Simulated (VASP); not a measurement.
MgO:

```
Mg O
1.0
     3.30779    0.00000    0.00000
    -1.65389    2.86463    0.00000
     0.00000    0.00000    4.98288
Mg O
2 2
Direct
  0.66667 0.33333 0.50216
  0.33333 0.66667 0.00216
  0.66667 0.33333 0.90244
  0.33333 0.66667 0.40244
```

Base run:

* Program: VASP 6.6.1
* Functional: LDA
* Potentials or basis: VASP PAW LDA potentials, release 64 (Mg, O)
* Cutoff: 520 eV
* k mesh: 9 × 9 × 6
* Occupations: fermi-dirac, width 0.05 eV
* Spin: no spin polarisation

Its results: band gap on the k mesh 3.36 eV, direct; pressure -5.4 GPa; largest force 0.048 eV/Å.

The run is repeated on the same cell with these changes: functional from LDA to PBEsol; potentials or basis from VASP PAW LDA potentials, release 64 (Mg, O) to VASP PAW PBE potentials, release 64 (Mg, O). What comes out?

Band gap on the k mesh 3.34 eV, direct; pressure 0.1 GPa; largest force 0.009 eV/Å.

Caveats: the PAW data sets were made with another functional, which shifts forces and pressure a little (some runs).

A k mesh can miss the band edges.
